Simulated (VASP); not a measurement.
Set up this calculation in VASP 6.6.1, as the native input.

```
Task                   : single point
Functional             : PBEsol
Potentials or basis    : VASP PAW PBE potentials, release 64 (Rh_pv)
Cutoff                 : 520 eV
k mesh                 : 21 × 21 × 21
Occupations            : fermi-dirac, width 0.1 eV
Spin                   : no spin polarisation
Dipole correction      : no
Further INCAR settings : ALGO = Normal; EDIFF = 1e-06; NBANDS = 14
```

The structure of Rh lies in POSCAR:

```
Rh
1.0
   -1.2692411583      1.2692411583      1.2692411583
    1.2692411583     -1.2692411583      1.2692411583
    1.2692411583      1.2692411583     -1.2692411583
Rh
1
Direct
    0.0000000000      0.0000000000      0.0000000000
```

The input as run:

INCAR

```
ALGO     = Normal         # electronic algorithm
EDIFF    = 1E-6           # SCF threshold, eV
ENCUT    = 520            # plane-wave cutoff, eV
GGA      = PS             # functional
ISIF     = 2              # what is computed and relaxed
ISMEAR   = -1             # smearing method
LASPH    = True           # aspherical terms in the spheres
LCHARG   = False          # write CHGCAR
LREAL    = False          # projectors in reciprocal space
LWAVE    = False          # write WAVECAR
NBANDS   = 14             # bands
NELM     = 100            # most SCF steps
PREC     = Accurate       # precision mode
SIGMA    = 0.1            # smearing width, eV
```

KPOINTS

```
k-points
0
Gamma
  21 21 21
```

Potentials or basis: VASP PAW PBE potentials, release 64 (Rh_pv).

Launch:

```bash
$ cat potpaw_PBE.64/Rh_pv/POTCAR > POTCAR
$ mpirun -np 1 vasp_std > vasp.out
```

Results of the run:

* Pressure: 516.5 GPa

Caveat: the PAW data sets were made with another functional, which shifts forces and pressure a little.

Wall time 27 s on 1 thread of Intel Xeon 8259CL, with other jobs on the host, peak memory 0.14 GiB.
